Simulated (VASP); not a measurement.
# TaN (P6_3mc) in VASP: further runs

The runs below take TaN through electric field gradients, density of states, with LDA.

All numbers are computed with VASP 6.6.1; they aren't measurements. Logs are shortened: lines on timing, memory, paths and dates and some standing lists are left out, and cuts for length are marked.

## 1. The cell of the first run

It takes space group P6_3mc (No. 186, hexagonal). Conventional cell: a = 3.090 Å, b = 3.090 Å, c = 5.005 Å, α = 90.00°, β = 90.00°, γ = 120.00°. Within 2.5 Å of Ta (site symmetry 3m) lie 4 N at 1.87 to 1.93 Å. N (site symmetry 3m) has 4 Ta at 1.87 to 1.93 Å within 2.5 Å.

## 2. Electric field gradients, LDA (volume scaled by 1.04)

INCAR reads:

```
PREC     = Accurate       # precision mode
ENCUT    = 520            # plane-wave cutoff, eV
EDIFF    = 1E-8           # SCF threshold, eV
ISMEAR   = -1             # smearing method
SIGMA    = 0.03           # smearing width, eV
LREAL    = False          # projectors in reciprocal space
LASPH    = True           # aspherical terms in the spheres
NELM     = 80             # most SCF steps
ALGO     = Normal         # electronic algorithm
ISIF     = 2              # what is computed and relaxed
LWAVE    = False          # write WAVECAR
LCHARG   = False          # write CHGCAR
LEFG     = True         
NBANDS   = 24             # bands
```

KPOINTS reads:

```
Automatic mesh
0
Gamma
  9 9 5
```

POSCAR reads:

```
TaN
1.0
    3.0901372865      0.0000000000      0.0000000000
   -1.5450686433      2.6761373914      0.0000000000
    0.0000000000      0.0000000000      5.0050074549
Ta N
2 2
Direct
    0.3333333333      0.6666666667      0.0000000000
    0.6666666667      0.3333333333      0.5000000000
    0.3333333333      0.6666666667      0.3850000000
    0.6666666667      0.3333333333      0.8850000000
```

Potentials or basis: VASP PAW LDA potentials, release 64 (Ta_pv, N).

Started as:

```console
cat potpaw_LDA.64/Ta_pv/POTCAR potpaw_LDA.64/N/POTCAR > POTCAR
mpirun -np 1 vasp_std > vasp.out
```

OUTCAR:

```text
PREC = Accurate
   ENCUT = 520
   EDIFF = 1E-8
   ISMEAR = -1
   LREAL = False
   LASPH = True
   NELM = 80
   ISIF = 2

 ion  position               nearest neighbor table
   1  0.333  0.667  0.000-   4 1.87   4 1.87   4 1.87   3 1.93   2 3.07   2 3.07   2 3.07   2 3.07
                             2 3.07   2 3.07
   2  0.667  0.333  0.500-   3 1.87   3 1.87   3 1.87   4 1.93   1 3.07   1 3.07   1 3.07   1 3.07
                             1 3.07   1 3.07
   3  0.333  0.667  0.385-   2 1.87   2 1.87   2 1.87   1 1.93
   4  0.667  0.333  0.885-   1 1.87   1 1.87   1 1.87   2 1.93

  LATTYP: Found a hexagonal cell.
 ALAT       =     3.0901372865
 C/A-ratio  =     1.6196715521

  Lattice vectors:

 A1 = (   3.0901372865,   0.0000000000,   0.0000000000)
 A2 = (  -1.5450686433,   2.6761373914,   0.0000000000)
 A3 = (   0.0000000000,   0.0000000000,   5.0050074549)

Analysis of symmetry for initial positions (statically):
=====================================================================
 Subroutine PRICEL returns:
 Original cell was already a primitive cell.

 Routine SETGRP: Setting up the symmetry group for a
 hexagonal supercell.

 Subroutine GETGRP returns: Found 12 space group operations
 (whereof  6 operations were pure point group operations)
 out of a pool of 24 trial point group operations.

The static configuration has the point symmetry C_3v.
 The point group associated with its full space group is C_6v.

Analysis of symmetry for dynamics (positions and initial velocities):
=====================================================================
 Subroutine PRICEL returns:
 Original cell was already a primitive cell.

 Routine SETGRP: Setting up the symmetry group for a
 hexagonal supercell.

 Subroutine GETGRP returns: Found 12 space group operations
 (whereof  6 operations were pure point group operations)
 out of a pool of 24 trial point group operations.

The dynamic configuration has the point symmetry C_3v.
 The point group associated with its full space group is C_6v.

 Subroutine INISYM returns: Found 12 space group operations
 (whereof  6 operations are pure point group operations),
 and found     1 'primitive' translations

----------------------------------------------------------------------------------------

                                     Primitive cell

  volume of cell :      41.3896

  direct lattice vectors                    reciprocal lattice vectors
     3.090137287  0.000000000  0.000000000     0.323610218  0.186836446  0.000000000
    -1.545068643  2.676137391  0.000000000     0.000000000  0.373672893  0.000000000
     0.000000000  0.000000000  5.005007455     0.000000000  0.000000000  0.199799902

  length of vectors
     3.090137287  3.090137287  5.005007455     0.373672893  0.373672893  0.199799902

  position of ions in fractional coordinates (direct lattice)
     0.333333333  0.666666667  0.000000000
     0.666666667  0.333333333  0.500000000
     0.333333333  0.666666667  0.385000000
     0.666666667  0.333333333  0.885000000

  ion indices of the primitive-cell ions
   primitive index   ion index
                 1           1
                 2           2
                 3           3
                 4           4

----------------------------------------------------------------------------------------

 KPOINTS: Automatic mesh

Automatic generation of k-mesh.
 Grid dimensions read from file:
 generate k-points for:    9    9    5

 Generating k-lattice:

  Cartesian coordinates                     Fractional coordinates (reciprocal lattice)
     0.035956691  0.020759605  0.000000000     0.111111111  0.000000000  0.000000000
     0.000000000  0.041519210  0.000000000     0.000000000  0.111111111  0.000000000
     0.000000000  0.000000000  0.039959980     0.000000000  0.000000000  0.200000000

  Length of vectors
     0.041519210  0.041519210  0.039959980

  Shift w.r.t. Gamma in fractional coordinates (k-lattice)
     0.000000000  0.000000000  0.000000000

 Subroutine IBZKPT returns following result:
 ===========================================

 Found     36 irreducible k-points:

 Following reciprocal coordinates:
            Coordinates               Weight
  0.000000  0.000000  0.000000      1.000000
  0.111111  0.000000  0.000000      6.000000
  0.222222  0.000000  0.000000      6.000000
  0.333333  0.000000  0.000000      6.000000
  0.444444  0.000000  0.000000      6.000000
  0.111111  0.111111  0.000000      6.000000
[... 16 lines left out ...]
  0.333333  0.222222  0.200000     24.000000
  0.333333  0.333333  0.200000      4.000000
 [... further k-points ...]
   k-points           NKPTS =     36   k-points in BZ     NKDIM =     36   number of bands    NBANDS=     24
   number of dos      NEDOS =    301   number of ions     NIONS =      4
   total plane-waves  NPLWV =  23040
   dimension x,y,z NGX =    24 NGY =   24 NGZ =   40
   dimension x,y,z NGXF=    48 NGYF=   48 NGZF=   80
   ions per type =               2   2
   NGX,Y,Z   is equivalent  to a cutoff of  12.91, 12.91, 13.29 a.u.
   NGXF,Y,Z  is equivalent  to a cutoff of  25.82, 25.82, 26.57 a.u.
 SYSTEM =  unknown system
   PREC   = accura    normal or accurate (medium, high low for compatibility)
   ISTART =      0    job   : 0-new  1-cont  2-samecut
   ICHARG =      2    charge: 1-file 2-atom 10-const
   ISPIN  =      1    spin polarized calculation?
   LNONCOLLINEAR =      F non collinear calculations
   LSORBIT =      F    spin-orbit coupling
   LASPH  =      T    aspherical Exc in radial PAW
   ENCUT  =  520.0 eV  38.22 Ry    6.18 a.u.   5.75  5.75  9.31*2*pi/ulx,y,z
   NELM   =     80;   NELMIN=  2; NELMDL= -5     # of ELM steps
   EDIFF  = 0.1E-07   stopping-criterion for ELM
   LREAL  =      F    real-space projection
   EDIFFG = 0.1E-06   stopping-criterion for IOM
   NSW    =      0    number of steps for IOM
   IBRION =     -1    ionic relax: 0-MD 1-quasi-New 2-CG
   NFREE  =      0    steps in history (QN), initial steepest desc. (CG)
   ISIF   =      2    stress and relaxation
   ISYM   =      2    0-nonsym 1-usesym 2-fastsym
   POTIM  = 0.5000    time-step for ionic-motion
   TEBEG  =    0.0;   TEEND  =   0.0 temperature during run
   PSTRESS=    0.0 pullay stress
   NELECT =      32.0000    total number of electrons
   NUPDOWN=      -1.0000    fix difference up-down
   EMIN   =  10.00;   EMAX   =-10.00  energy-range for DOS
   EFERMI =   0.00;   METHOD = LEGACY
   ISMEAR =    -1;   SIGMA  =   0.03  broadening in eV -4-tet -1-fermi 0-gaus
   EFERMI_NEDOS =   21; number of points for ismear=-14 and -15
   IALGO  =     38    algorithm
   IMIX   =      4    mixing-type and parameters
     AMIX     =   0.40;   BMIX     =  1.00
     AMIX_MAG =   1.60;   BMIX_MAG =  1.00
  volume/ion in A,a.u.               =      10.35        69.83
  Fermi-wavevector in a.u.,A,eV,Ry     =   1.502546  2.839401 30.717129  2.257645
  Thomas-Fermi vector in A             =   2.613773
   LORBIT       =      0    0 simple, 1 ext, 2 COOP (PROOUT), +10 PAW based schemes
   GGA     = CA    functional components
   LHFCALC =     F    Hartree Fock is set to
   AEXX    =    0.0000 exact exchange contribution
   IVDW    =     0    specifies the selected vdW correction
   LEPSILON=     F    determine dielectric tensor
   LRPA    =     F    only Hartree local field effects (RPA)
 non-spin polarized calculation
  energy-cutoff  :      520.00
  volume of cell :       41.39
 maximum number of plane-waves:      1128
 NGX is ok and might be reduce to    24
   NGX = 11   NGY = 11   NGZ = 19

 number of electron      32.0000003 magnetization

 Free energy of the ion-electron system (eV)
  ---------------------------------------------------
  ext. energy  EPLUGINS =         0.00000000
  ---------------------------------------------------
  free energy    TOTEN  =       -44.08552060 eV

  energy without entropy =      -44.07848193  energy(sigma->0) =      -44.08200126

 E-fermi :   9.2151     XC(G=0): -13.5538

 val. band max:        9.2000140821   @ k =   0.2222   0.0000   0.0000
 cond. band min:       9.2231892769   @ k =   0.3333   0.0000   0.2000
 fundamental gap:      0.0231751948
 Fermi energy:         9.2151308921

 k-point     1 :       0.0000    0.0000    0.0000
  band No.  band energies     occupation
      1     -26.6313      2.00000
      2     -25.6601      2.00000
      3     -25.6601      2.00000
      4     -25.4902      2.00000
      5     -25.4902      2.00000
      6     -25.4342      2.00000
[... 16 lines left out ...]
     23      15.5915      0.00000
     24      15.5915      0.00000

 k-point     2 :       0.1111    0.0000    0.0000
  band No.  band energies     occupation
      1     -26.5923      2.00000
      2     -25.7699      2.00000
      3     -25.6923      2.00000
      4     -25.6146      2.00000
      5     -25.5086      2.00000
      6     -25.4526      2.00000
[... 16 lines left out ...]
     23      15.5864      0.00000
     24      16.1401      0.00000

 k-point     3 :       0.2222    0.0000    0.0000
  band No.  band energies     occupation
      1     -26.4937      2.00000
      2     -26.0328      2.00000
      3     -25.9105      2.00000
      4     -25.7708      2.00000
      5     -25.5569      2.00000
      6     -25.5084      2.00000
[... 16 lines left out ...]
     23      16.0657      0.00000
     24      17.1895      0.00000
[... 514 lines left out ...]
 k-point    23 :       0.3333    0.2222    0.2000
  band No.  band energies     occupation
      1     -26.5357      2.00000
      2     -26.4544      2.00000
      3     -26.1230      2.00000
      4     -25.9172      2.00000
      5     -25.8694      2.00000
      6     -25.7109      2.00000
[... 16 lines left out ...]
     23      15.9857      0.00000
     24      16.4425      0.00000

 k-point    24 :       0.3333    0.3333    0.2000
  band No.  band energies     occupation
      1     -26.4591      2.00000
      2     -26.4591      2.00000
      3     -26.2410      2.00000
      4     -25.9765      2.00000
      5     -25.7999      2.00000
      6     -25.7999      2.00000
[... 16 lines left out ...]
     23      16.3972      0.00000
     24      16.3972      0.00000

 [... further k-points ...]
[... 5 lines left out ...]
  --------------------------------------------------------------------------------------
  -------------------------------------------------------------------------------------
  Total       26.6795998     26.6795998     21.1964509     -0.0000000      0.0000000      0.0000000
  in kB     1032.7589915   1032.7589916    820.5080071     -0.0000000      0.0000000      0.0000000
  external PRESSURE =     962.0086634 kB  Pullay stress =       0.0000000 kB

 VOLUME and BASIS-vectors are now :
 -----------------------------------------------------------------------------
  energy-cutoff  :      520.00
  volume of cell :       41.39
      direct lattice vectors                 reciprocal lattice vectors
     3.090137287  0.000000000  0.000000000     0.323610218  0.186836446  0.000000000
    -1.545068643  2.676137391  0.000000000     0.000000000  0.373672893  0.000000000
     0.000000000  0.000000000  5.005007455     0.000000000  0.000000000  0.199799902

 POSITION                                       TOTAL-FORCE (eV/Angst)
 -----------------------------------------------------------------------------------
     -0.00000      1.78409      0.00000        -0.000000     -0.000000      2.136774
      1.54507      0.89205      2.50250        -0.000000     -0.000000      2.136774
     -0.00000      1.78409      1.92693         0.000000     -0.000000     -2.136774
      1.54507      0.89205      4.42943         0.000000      0.000000     -2.136774
 -----------------------------------------------------------------------------------
    total drift:                               -0.000000      0.000000      0.000107

  FREE ENERGIE OF THE ION-ELECTRON SYSTEM (eV)
  ---------------------------------------------------
  free  energy   TOTEN  =       -44.0855205952 eV

  energy  without entropy=      -44.0784819272  energy(sigma->0) =      -44.08200126

 Electric field gradients (V/A^2)
---------------------------------------------------------------------
 ion       V_xx      V_yy      V_zz      V_xy      V_xz      V_yz
---------------------------------------------------------------------
   1     -60.139   -60.139   120.278    -0.000     0.000    -0.000
   2     -60.139   -60.139   120.278    -0.000    -0.000     0.000
   3      -5.186    -5.185    10.370     0.001     0.000    -0.000
   4      -5.186    -5.185    10.370     0.001    -0.000     0.000
---------------------------------------------------------------------

 Electric field gradients after diagonalization (V/A^2)
 (convention: |V_zz| > |V_xx| > |V_yy|)
----------------------------------------------------------------------
 ion       V_xx      V_yy      V_zz     asymmetry (V_yy - V_xx)/ V_zz
----------------------------------------------------------------------
   1     -60.140   -60.138   120.278       0.000
   2     -60.140   -60.138   120.278       0.000
   3      -5.186    -5.184    10.370       0.000
   4      -5.186    -5.184    10.370       0.000
----------------------------------------------------------------------

           NMR quadrupolar parameters

 Cq : quadrupolar parameter    Cq=e*Q*V_zz/h
 eta: asymmetry parameters     (V_yy - V_xx)/ V_zz
 Q  : nuclear electric quadrupole moment in mb (millibarn)
----------------------------------------------------------------------
 ion       Cq(MHz)       eta       Q (mb)
----------------------------------------------------------------------
   1       0.291       0.000       1.000
   2       0.291       0.000       1.000
   3       0.025       0.000       1.000
   4       0.025       0.000       1.000
----------------------------------------------------------------------
```

It took 22 s on 1 thread of Intel Xeon Platinum 8488C (Sapphire Rapids), shared host; peak memory 0.15 GiB.

Results:

| Property | Result |
| --- | --- |
| Free energy | -44.0855 eV |
| Pressure | 96.2 GPa |
| Largest force | 2.137 eV/Å |
| Band gap on the k mesh | zero (band 16 reaches 9.71 eV, above the bottom of band 17 at 7.62 eV) |

Forces in eV/Å, atoms in the order of the input:
```
Ta   0.000  0.000  2.137
Ta   0.000  0.000  2.137
N    0.000  0.000 -2.137
N    0.000  0.000 -2.137
```

Stress tensor (GPa, compression positive):
```
103.28   0.00   0.00
  0.00 103.28   0.00
  0.00   0.00  82.05
```

Electric field gradients, principal values (V/Å²):
| atom | least | middle | greatest (by size) |
| --- | --- | --- | --- |
| 1 Ta | -60.138 | -60.140 | 120.278 |
| 2 Ta | -60.138 | -60.140 | 120.278 |
| 3 N | -5.184 | -5.186 | 10.370 |
| 4 N | -5.184 | -5.186 | 10.370 |

Caveat: the cell differs from its parent crystal (volume scaled by 1.04); without QUAD_EFG the Cq values of the log hold for a quadrupole moment of 1 mb, not for the nuclei; spin-orbit coupling is left out, which moves the levels of the heavy elements; forces of over 1 eV/Å act on the atoms, so gaps and moduli don't describe the material at rest.

## 3. Electric field gradients, LDA

This run uses another cell than the first one, of 9.95 Å³/atom, 0.962 times its volume.

INCAR reads:

```
PREC = Accurate
ENCUT = 520
EDIFF = 1E-8
ISMEAR = -1
SIGMA = 0.03
LREAL = F
LASPH = T
NELM = 60
ALGO = Normal
ISIF = 2
LWAVE = F
LCHARG = F
GGA = CA
LEFG = T
NBANDS = 24
```

KPOINTS is that of step 2.

POSCAR reads:

```
TaN
1.0
    3.0500010905      0.0000000000      0.0000000000
   -1.5250005453      2.6413784260      0.0000000000
    0.0000000000      0.0000000000      4.9400000000
Ta N
2 2
Direct
    0.3333333333      0.6666666667      0.0000000000
    0.6666666667      0.3333333333      0.5000000000
    0.3333333333      0.6666666667      0.3850000000
    0.6666666667      0.3333333333      0.8850000000
```

Potentials or basis: VASP PAW LDA potentials, release 64 (Ta_pv, N).

Started as:

```console
cat potpaw_LDA.64/Ta_pv/POTCAR potpaw_LDA.64/N/POTCAR > POTCAR
mpirun -np 1 vasp_std > vasp.out
```

OUTCAR:

```text
PREC = Accurate
   ENCUT = 520
   EDIFF = 1E-8
   ISMEAR = -1
   LREAL = F
   LASPH = T
   NELM = 60
   ISIF = 2
   GGA = CA

 ion  position               nearest neighbor table
   1  0.333  0.667  0.000-   4 1.85   4 1.85   4 1.85   3 1.90   2 3.03   2 3.03   2 3.03   2 3.03
                             2 3.03   2 3.03
   2  0.667  0.333  0.500-   3 1.85   3 1.85   3 1.85   4 1.90   1 3.03   1 3.03   1 3.03   1 3.03
                             1 3.03   1 3.03
   3  0.333  0.667  0.385-   2 1.85   2 1.85   2 1.85   1 1.90
   4  0.667  0.333  0.885-   1 1.85   1 1.85   1 1.85   2 1.90

  LATTYP: Found a hexagonal cell.
 ALAT       =     3.0500010905
 C/A-ratio  =     1.6196715520
[... 880 lines left out ...]
 ion       V_xx      V_yy      V_zz      V_xy      V_xz      V_yz
---------------------------------------------------------------------
   1     -62.543   -62.543   125.086    -0.000     0.000    -0.000
   2     -62.543   -62.543   125.086    -0.000    -0.000     0.000
   3      -5.397    -5.397    10.795     0.000     0.000    -0.000
   4      -5.397    -5.397    10.795     0.000    -0.000     0.000
---------------------------------------------------------------------

 Electric field gradients after diagonalization (V/A^2)
 (convention: |V_zz| > |V_xx| > |V_yy|)
----------------------------------------------------------------------
 ion       V_xx      V_yy      V_zz     asymmetry (V_yy - V_xx)/ V_zz
----------------------------------------------------------------------
   1     -62.543   -62.542   125.086       0.000
   2     -62.543   -62.542   125.086       0.000
   3      -5.398    -5.397    10.795       0.000
   4      -5.398    -5.397    10.795       0.000
----------------------------------------------------------------------

           NMR quadrupolar parameters

 Cq : quadrupolar parameter    Cq=e*Q*V_zz/h
 eta: asymmetry parameters     (V_yy - V_xx)/ V_zz
 Q  : nuclear electric quadrupole moment in mb (millibarn)
----------------------------------------------------------------------
 ion       Cq(MHz)       eta       Q (mb)
----------------------------------------------------------------------
   1       0.302       0.000       1.000
   2       0.302       0.000       1.000
   3       0.026       0.000       1.000
   4       0.026       0.000       1.000
----------------------------------------------------------------------
```

stdout:

```text
POSCAR found type information on POSCAR TaN
 POSCAR found :  2 types and       4 ions
 scaLAPACK will be used
 LDA part: xc-table for (Slater(with rela. corr.)+CA(PZ))
 , standard interpolation
 POSCAR, INCAR and KPOINTS ok, starting setup
 FFT: planning ... GRIDC
 FFT: planning ... GRID_SOFT
 FFT: planning ... GRID
 WAVECAR not read
 entering main loop
ion   1

ion   2

ion   3

ion   4
```

Run time: 53 s. Hardware: 1 thread of Intel Xeon 8259CL, shared host; peak memory 0.16 GiB.

Results:

| Item | Value |
| --- | --- |
| Free energy | -43.0018 eV |
| Pressure | 122.4 GPa |
| Largest force | 2.239 eV/Å |
| Band gap on the k mesh | zero (band 16 reaches 10.17 eV, above the bottom of band 17 at 7.98 eV) |

Forces in eV/Å, atoms in the order of the input:
```
Ta   0.000  0.000  2.239
Ta   0.000  0.000  2.239
N    0.000  0.000 -2.239
N    0.000  0.000 -2.239
```

Electric field gradients, principal values (V/Å²):
```tsv
atom	least	middle	greatest (by size)
1 Ta	-62.542	-62.543	125.086
2 Ta	-62.542	-62.543	125.086
3 N	-5.397	-5.398	10.795
4 N	-5.397	-5.398	10.795
```

Caveat: without QUAD_EFG the Cq values of the log hold for a quadrupole moment of 1 mb, not for the nuclei; spin-orbit coupling is left out, which moves the levels of the heavy elements; forces of over 1 eV/Å act on the atoms, so gaps and moduli don't describe the material at rest.

(Continued in part 2 of 2.)
